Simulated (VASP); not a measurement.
Set up this calculation in VASP 6.6.1, as the native input.

| Quantity | Value |
| --- | --- |
| Task | single point |
| Functional | PBEsol |
| Dispersion | D3(BJ) |
| Potentials or basis | VASP PAW PBE potentials, release 64 (Zr_sv, H) |
| Cutoff | 520 eV |
| k mesh | 10 × 10 × 10 |
| Occupations | methfessel-paxton, width 0.05 eV |
| Spin | no spin polarisation |
| Dipole correction | no |
| Further INCAR settings | ALGO = Normal; EDIFF = 1e-07; NBANDS = 14 |

The structure of ZrH2 lies in POSCAR:

```
ZrH2
1.0
    0.0000000000      2.3930601839      2.3930601839
    2.3930601839      0.0000000000      2.3930601839
    2.3930601839      2.3930601839      0.0000000000
Zr H
1 2
Direct
    0.0000000000      0.0000000000      0.0000000000
    0.7500000000      0.7500000000      0.7500000000
    0.2500000000      0.2500000000      0.2500000000
```

One way to write it, as run:

INCAR

```
SYSTEM = ZrH2
PREC = Accurate
ENCUT = 520
EDIFF = 1E-7
ISMEAR = 1
SIGMA = 0.05
LREAL = .False.
LASPH = .True.
NELM = 80
ALGO = Normal
ISIF = 2
LWAVE = .False.
LCHARG = .False.
GGA = PS
IVDW = 12
NBANDS = 14
```

KPOINTS

```
regular mesh
0
Gamma
  10 10 10
  0 0 0
```

Potentials or basis: VASP PAW PBE potentials, release 64 (Zr_sv, H).

Command:

```console
$ cat potpaw_PBE.64/Zr_sv/POTCAR potpaw_PBE.64/H/POTCAR > POTCAR
$ mpirun -np 1 vasp_std > vasp.out
```

It gave:

```
Pressure                   : -6.3 GPa
Band gap on the k mesh     : zero (band 7 reaches 8.92 eV, above the bottom of band 8 at 8.13 eV)
Dispersion energy per atom : -0.238 eV
```

Caveat: three body term missing; the PAW data sets were made with another functional, which shifts forces and pressure a little; pairwise dispersion overbinds metals, which lowers pressure and volume.

Wall time 11 s on 1 thread of Intel(R) Xeon(R) 6975P-C (Granite Rapids), with other jobs on the host, peak memory 0.17 GiB.
